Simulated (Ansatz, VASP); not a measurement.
**One calculation of MoS2, two programs**

```
CELL_PARAMETERS angstrom
3.14030 0.00000 0.00000
-1.57015 2.71958 0.00000
0.00000 0.00000 15.61565
ATOMIC_POSITIONS crystal
S 0.33333 0.66667 0.90020
S 0.33333 0.66667 0.09980
Mo 0.00000 0.00000 0.00000
```

Alike in both runs: functional PBEsol; k mesh 12 × 12 × 2; occupations gaussian, width 0.02 eV; no spin polarisation.

Ansatz relaxed the structure, and its values are those at the end. VASP's run is a single point on that final structure, the one shown.

|  | VASP | Ansatz |
| --- | --- | --- |
| version | VASP 6.6.1 | Ansatz 0.2.0 |
| potentials or method | VASP PAW PBE potentials, release 64 (S, Mo_sv), cutoff 520 eV | scalar-relativistic, plane waves, PAW |
| valence electrons in the cell | 26 | 26 |

```tsv
	VASP	Ansatz	Ansatz less VASP
gap on the k mesh at the Fermi level (eV)	1.81	1.81	-0.005
least direct gap on the mesh (eV)	1.81	1.81	-0.005
```

VASP's potentials were made for PBE, not for PBEsol.
